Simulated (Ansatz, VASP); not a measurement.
# TeWS4: VASP beside Ansatz

```
Te W S
1.0
     4.24170   -4.20645    0.00000
     4.24170    4.20645    0.00000
     0.00000    0.00000    3.85233
Te W S
1 1 4
Direct
  0.50000 0.50000 0.50000
  0.00000 0.00000 0.00000
  0.82561 0.82561 0.50000
  0.17439 0.17439 0.50000
  0.28217 0.71783 0.00000
  0.71783 0.28217 0.00000
```

Change from the starting cell: species swapped into the CrWO4 type (Cmmm, No. 65).

Alike in both runs: functional PBE; k mesh 6 × 6 × 10; occupations gaussian, width 0.1 eV; no spin polarisation.

Ansatz relaxed the structure, and its values are those at the end. VASP's run is a single point on that final structure, the one shown.

|  | VASP | Ansatz |
| --- | --- | --- |
| version | VASP 6.6.1 | Ansatz 0.2.0 |
| potentials or method | VASP PAW PBE potentials, release 64 (Te, W_sv, S), cutoff 520 eV | scalar-relativistic, plane waves, PAW |
| valence electrons in the cell | 44 | 54 |

```csv
,VASP,Ansatz,Ansatz less VASP
gap on the k mesh at the Fermi level (eV),none,none,-
pressure (GPa),-0.1,0.0,+0.06
rms of the force components (eV/Å),0.006,0.001,-0.0050
```

A gap of «none» marks a metal or a gap that the smearing closes. The functional is the same, so the differences come from potentials, cutoffs and numerics. VASP's potentials hold 44 valence electrons a cell and Ansatz's 54, so a difference there can come from the potentials and not from the codes.

Neither program's run includes spin-orbit coupling.
